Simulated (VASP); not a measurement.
Input of a VASP 6.6.1 run:

The input INCAR:

```
SYSTEM = RbCl
PREC     = Accurate       ! precision mode
ENCUT    = 500            ! plane-wave cutoff, eV
EDIFF    = 1E-6           ! SCF threshold, eV
ISMEAR   = 0              ! smearing method
SIGMA    = 0.02           ! smearing width, eV
LREAL    = .False.        ! projectors in reciprocal space
LASPH    = .True.         ! aspherical terms in the spheres
NELM     = 120            ! most SCF steps
ALGO     = Normal         ! electronic algorithm
ISIF     = 2              ! what is computed and relaxed
LWAVE    = .False.        ! write WAVECAR
LCHARG   = .False.        ! write CHGCAR
GGA      = PE             ! functional
NBANDS   = 15             ! bands
GGA_COMPAT= .False.
```

Contents of KPOINTS:

```
Automatic mesh
0
Gamma
  6 6 6
  0 0 0
```

The input POSCAR:

```
RbCl
1.0
    0.0000000000      3.3491260184      3.3491260184
    3.3491260184      0.0000000000      3.3491260184
    3.3491260184      3.3491260184      0.0000000000
Rb Cl
1 1
Direct
    0.0000000000      0.0000000000      0.0000000000
    0.5000000000      0.5000000000      0.5000000000
```

Potentials or basis: VASP PAW PBE potentials, release 64 (Rb_sv, Cl).

Launch:

```bash
$ cat potpaw_PBE.64/Rb_sv/POTCAR potpaw_PBE.64/Cl/POTCAR > POTCAR
$ mpirun -np 1 vasp_std > vasp.out
```

Question: What does it give for the pressure?

Answer: 0.0 GPa.

Question: Estimate the band gap on the k mesh.

Answer: 4.83 eV, direct.

As with any semilocal functional, this PBE gap is likely too small.
